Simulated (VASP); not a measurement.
# InRh (Pm-3m) in VASP: notebook, part 2 of 2

VASP 6.6.1. Earlier steps stand in the parts before.

### 6 Single point, LDA

INCAR

```
PREC     = Accurate       # precision mode
ENCUT    = 520            # plane-wave cutoff, eV
EDIFF    = 1E-6           # SCF threshold, eV
ISMEAR   = -1             # smearing method
SIGMA    = 0.15           # smearing width, eV
LREAL    = False          # projectors in reciprocal space
LASPH    = True           # aspherical terms in the spheres
NELM     = 60             # most SCF steps
ALGO     = Normal         # electronic algorithm
ISIF     = 2              # what is computed and relaxed
LWAVE    = False          # write WAVECAR
LCHARG   = False          # write CHGCAR
NBANDS   = 21             # bands
```

KPOINTS

```
regular mesh
0
Gamma
  7 7 7
```

POSCAR

```
InRh
1.0
    3.1960000000      0.0000000000      0.0000000000
    0.0000000000      3.1960000000      0.0000000000
    0.0000000000      0.0000000000      3.1960000000
In Rh
1 1
Direct
    0.5000000000      0.5000000000      0.5000000000
    0.0000000000      0.0000000000      0.0000000000
```

Potentials or basis: VASP PAW LDA potentials, release 64 (In_d, Rh_pv).

The run is started by

```console
$ cat potpaw_LDA.64/In_d/POTCAR potpaw_LDA.64/Rh_pv/POTCAR > POTCAR
$ mpirun -np 1 vasp_std > vasp.out
```

OUTCAR:

```text
PREC = Accurate
   ENCUT = 520
   EDIFF = 1E-6
   ISMEAR = -1
   LREAL = False
   LASPH = True
   NELM = 60
   ISIF = 2

 ion  position               nearest neighbor table
   1  0.500  0.500  0.500-   2 2.77   2 2.77   2 2.77   2 2.77   2 2.77   2 2.77   2 2.77   2 2.77

   2  0.000  0.000  0.000-   1 2.77   1 2.77   1 2.77   1 2.77   1 2.77   1 2.77   1 2.77   1 2.77

  LATTYP: Found a simple cubic cell.
 ALAT       =     3.1960000000

  Lattice vectors:

 A1 = (   3.1960000000,   0.0000000000,   0.0000000000)
 A2 = (   0.0000000000,   3.1960000000,   0.0000000000)
 A3 = (   0.0000000000,   0.0000000000,   3.1960000000)

Analysis of symmetry for initial positions (statically):
=====================================================================
 Subroutine PRICEL returns:
 Original cell was already a primitive cell.

 Routine SETGRP: Setting up the symmetry group for a
 simple cubic supercell.

 Subroutine GETGRP returns: Found 48 space group operations
 (whereof 48 operations were pure point group operations)
 out of a pool of 48 trial point group operations.

The static configuration has the point symmetry O_h .

Analysis of symmetry for dynamics (positions and initial velocities):
=====================================================================
 Subroutine PRICEL returns:
 Original cell was already a primitive cell.

 Routine SETGRP: Setting up the symmetry group for a
 simple cubic supercell.

 Subroutine GETGRP returns: Found 48 space group operations
 (whereof 48 operations were pure point group operations)
 out of a pool of 48 trial point group operations.

The dynamic configuration has the point symmetry O_h .

 Subroutine INISYM returns: Found 48 space group operations
 (whereof 48 operations are pure point group operations),
 and found     1 'primitive' translations

----------------------------------------------------------------------------------------

                                     Primitive cell

  volume of cell :      32.6453

  direct lattice vectors                    reciprocal lattice vectors
     3.196000000  0.000000000  0.000000000     0.312891114  0.000000000  0.000000000
     0.000000000  3.196000000  0.000000000     0.000000000  0.312891114  0.000000000
     0.000000000  0.000000000  3.196000000     0.000000000  0.000000000  0.312891114

  length of vectors
     3.196000000  3.196000000  3.196000000     0.312891114  0.312891114  0.312891114

  position of ions in fractional coordinates (direct lattice)
     0.500000000  0.500000000  0.500000000
     0.000000000  0.000000000  0.000000000

  ion indices of the primitive-cell ions
   primitive index   ion index
                 1           1
                 2           2

----------------------------------------------------------------------------------------

 KPOINTS: regular mesh

Automatic generation of k-mesh.
 Grid dimensions read from file:
 generate k-points for:    7    7    7

 Generating k-lattice:

  Cartesian coordinates                     Fractional coordinates (reciprocal lattice)
     0.044698731  0.000000000  0.000000000     0.142857143  0.000000000  0.000000000
     0.000000000  0.044698731  0.000000000     0.000000000  0.142857143  0.000000000
     0.000000000  0.000000000  0.044698731     0.000000000  0.000000000  0.142857143

  Length of vectors
     0.044698731  0.044698731  0.044698731

  Shift w.r.t. Gamma in fractional coordinates (k-lattice)
     0.000000000  0.000000000  0.000000000

 Subroutine IBZKPT returns following result:
 ===========================================

 Found     20 irreducible k-points:

 Following reciprocal coordinates:
            Coordinates               Weight
  0.000000  0.000000  0.000000      1.000000
  0.142857  0.000000  0.000000      6.000000
  0.285714  0.000000  0.000000      6.000000
  0.428571  0.000000  0.000000      6.000000
  0.142857  0.142857  0.000000     12.000000
  0.285714  0.142857  0.000000     24.000000
[... 12 lines left out ...]
  0.428571  0.428571  0.285714     24.000000
  0.428571  0.428571  0.428571      8.000000
   k-points           NKPTS =     20   k-points in BZ     NKDIM =     20   number of bands    NBANDS=     21
   number of dos      NEDOS =    301   number of ions     NIONS =      2
   total plane-waves  NPLWV =  13824
   dimension x,y,z NGX =    24 NGY =   24 NGZ =   24
   dimension x,y,z NGXF=    48 NGYF=   48 NGZF=   48
   ions per type =               1   1
   NGX,Y,Z   is equivalent  to a cutoff of  12.48, 12.48, 12.48 a.u.
   NGXF,Y,Z  is equivalent  to a cutoff of  24.97, 24.97, 24.97 a.u.
 SYSTEM =  unknown system
   PREC   = accura    normal or accurate (medium, high low for compatibility)
   ISTART =      0    job   : 0-new  1-cont  2-samecut
   ICHARG =      2    charge: 1-file 2-atom 10-const
   ISPIN  =      1    spin polarized calculation?
   LNONCOLLINEAR =      F non collinear calculations
   LSORBIT =      F    spin-orbit coupling
   LASPH  =      T    aspherical Exc in radial PAW
   ENCUT  =  520.0 eV  38.22 Ry    6.18 a.u.   5.94  5.94  5.94*2*pi/ulx,y,z
   NELM   =     60;   NELMIN=  2; NELMDL= -5     # of ELM steps
   EDIFF  = 0.1E-05   stopping-criterion for ELM
   LREAL  =      F    real-space projection
   EDIFFG = 0.1E-04   stopping-criterion for IOM
   NSW    =      0    number of steps for IOM
   IBRION =     -1    ionic relax: 0-MD 1-quasi-New 2-CG
   NFREE  =      0    steps in history (QN), initial steepest desc. (CG)
   ISIF   =      2    stress and relaxation
   ISYM   =      2    0-nonsym 1-usesym 2-fastsym
   POTIM  = 0.5000    time-step for ionic-motion
   TEBEG  =    0.0;   TEEND  =   0.0 temperature during run
   PSTRESS=    0.0 pullay stress
   NELECT =      28.0000    total number of electrons
   NUPDOWN=      -1.0000    fix difference up-down
   EMIN   =  10.00;   EMAX   =-10.00  energy-range for DOS
   EFERMI =   0.00;   METHOD = LEGACY
   ISMEAR =    -1;   SIGMA  =   0.15  broadening in eV -4-tet -1-fermi 0-gaus
   EFERMI_NEDOS =   21; number of points for ismear=-14 and -15
   IALGO  =     38    algorithm
   IMIX   =      4    mixing-type and parameters
     AMIX     =   0.40;   BMIX     =  1.00
     AMIX_MAG =   1.60;   BMIX_MAG =  1.00
  volume/ion in A,a.u.               =      16.32       110.15
  Fermi-wavevector in a.u.,A,eV,Ry     =   1.555443  2.939361 32.917971  2.419403
  Thomas-Fermi vector in A             =   2.659383
   LORBIT       =      0    0 simple, 1 ext, 2 COOP (PROOUT), +10 PAW based schemes
   GGA     = CA    functional components
   LHFCALC =     F    Hartree Fock is set to
   AEXX    =    0.0000 exact exchange contribution
   IVDW    =     0    specifies the selected vdW correction
   LEPSILON=     F    determine dielectric tensor
   LRPA    =     F    only Hartree local field effects (RPA)
 non-spin polarized calculation
  energy-cutoff  :      520.00
  volume of cell :       32.65
 maximum number of plane-waves:       896
 NGX is ok and might be reduce to    24
   NGX = 11   NGY = 11   NGZ = 11

 number of electron      28.0000003 magnetization

 Free energy of the ion-electron system (eV)
  ---------------------------------------------------
  ext. energy  EPLUGINS =         0.00000000
  ---------------------------------------------------
  free energy    TOTEN  =       -12.82501268 eV

  energy without entropy =      -12.76030444  energy(sigma->0) =      -12.79265856

 E-fermi :  11.3178     XC(G=0): -13.1014

 val. band max:       11.0985795667   @ k =   0.4286   0.4286   0.0000
 cond. band min:      11.4110846458   @ k =   0.4286   0.0000   0.0000
 fundamental gap:      0.3125050791
 Fermi energy:        11.3178473263

 k-point     1 :       0.0000    0.0000    0.0000
  band No.  band energies     occupation
      1     -34.5524      2.00000
      2     -34.5524      2.00000
      3     -34.5524      2.00000
      4      -3.5882      2.00000
      5      -3.5882      2.00000
      6      -3.0809      2.00000
[... 13 lines left out ...]
     20      23.2056      0.00000
     21      27.4281      0.00000
[... 433 lines left out ...]
 k-point    20 :       0.4286    0.4286    0.4286
  band No.  band energies     occupation
      1     -34.6050      2.00000
      2     -34.6050      2.00000
      3     -34.6050      2.00000
      4      -3.4078      2.00000
      5      -3.3878      2.00000
      6      -3.3878      2.00000
[... 13 lines left out ...]
     20      17.8928      0.00000
     21      20.1022      0.00000

------------------------ aborting loop because EDIFF is reached ----------------------------------------

  FORCE on cell =-STRESS in cart. coord.  units (eV):
  Direction    XX          YY          ZZ          XY          YZ          ZX
  --------------------------------------------------------------------------------------
  -------------------------------------------------------------------------------------
  Total       -1.0402820     -1.0402820     -1.0402820     -0.0000000      0.0000000     -0.0000000
  in kB      -51.0553615    -51.0553615    -51.0553615     -0.0000000      0.0000000     -0.0000000
  external PRESSURE =     -51.0553615 kB  Pullay stress =       0.0000000 kB

 VOLUME and BASIS-vectors are now :
 -----------------------------------------------------------------------------
  energy-cutoff  :      520.00
  volume of cell :       32.65
      direct lattice vectors                 reciprocal lattice vectors
     3.196000000  0.000000000  0.000000000     0.312891114  0.000000000  0.000000000
     0.000000000  3.196000000  0.000000000     0.000000000  0.312891114  0.000000000
     0.000000000  0.000000000  3.196000000     0.000000000  0.000000000  0.312891114

 POSITION                                       TOTAL-FORCE (eV/Angst)
 -----------------------------------------------------------------------------------
      1.59800      1.59800      1.59800         0.000000      0.000000      0.000000
      0.00000      0.00000      0.00000         0.000000      0.000000      0.000000
 -----------------------------------------------------------------------------------
    total drift:                                0.000000      0.000000     -0.000000

  FREE ENERGIE OF THE ION-ELECTRON SYSTEM (eV)
  ---------------------------------------------------
  free  energy   TOTEN  =       -12.8250126808 eV

  energy  without entropy=      -12.7603044438  energy(sigma->0) =      -12.79265856
```

Wall time 3.2 s (1 thread of Intel Xeon 6975P-C (Granite Rapids), shared host); peak memory 0.13 GiB.

What came out:

* Free energy: -12.8250 eV
* Pressure: -5.1 GPa
* Band gap on the k mesh: zero (band 14 reaches 12.05 eV, above the bottom of band 15 at 11.10 eV)

Caveat: spin-orbit coupling is left out, which moves the levels of the heavy elements.

### 7 Single point, LDA

INCAR

```
SYSTEM = InRh
PREC = Accurate ; ENCUT = 520
EDIFF = 1E-6 ; ISMEAR = -1
SIGMA = 0.15 ; LREAL = .FALSE.
LASPH = .TRUE. ; NELM = 60
ALGO = Normal ; ISIF = 2
LWAVE = .FALSE. ; LCHARG = .FALSE.
GGA = CA ; NBANDS = 21
```

KPOINTS

```
Automatic mesh
0
G
  9 9 9
  0 0 0
```

POSCAR is that of step 6.

The run is started by

```console
$ cat potpaw_LDA.64/In_d/POTCAR potpaw_LDA.64/Rh_pv/POTCAR > POTCAR
$ mpirun -np 1 vasp_std > vasp.out
```

Run time: 5.3 s. Hardware: 1 thread of Intel Xeon 6975P-C (Granite Rapids), shared host; peak memory 0.14 GiB.

The run converged. Its results:

| Quantity | Value |
| --- | --- |
| Free energy | -12.8227 eV |
| Pressure | -5.1 GPa |
| Band gap on the k mesh | zero (band 14 reaches 12.38 eV, above the bottom of band 15 at 10.99 eV) |

Levels at points of the mesh, in eV from the Fermi level:
| k point | band 12 | band 13 | band 14 | band 15 | band 16 | band 17 |
| --- | --- | --- | --- | --- | --- | --- |
| (0.00, 0.00, 0.00) | -1.17 | -1.17 | -1.17 | 4.57 | 4.57 | 4.57 |

Caveat: spin-orbit coupling is left out, which moves the levels of the heavy elements.

### 8 Overview

```tsv
k mesh	gap on the mesh (eV)	pressure (GPa)
2 × 2 × 2	none	-2.8
3 × 3 × 3	1.17	-5.6
4 × 4 × 4	none	-4.1
6 × 6 × 6	none	-5.0
7 × 7 × 7	none	-5.1
9 × 9 × 9	none	-5.1
```

Alike in all rows: task single point; level LDA; potentials or basis VASP PAW LDA potentials, release 64 (In_d, Rh_pv); no spin polarisation; cell as given; cutoff (eV) 520; smearing fermi-dirac 0.15 eV.

Caveats: some runs use coarse meshes; spin-orbit coupling is left out, which moves the levels of the heavy elements.

Absolute energies hang on the potentials; compare differences alone.
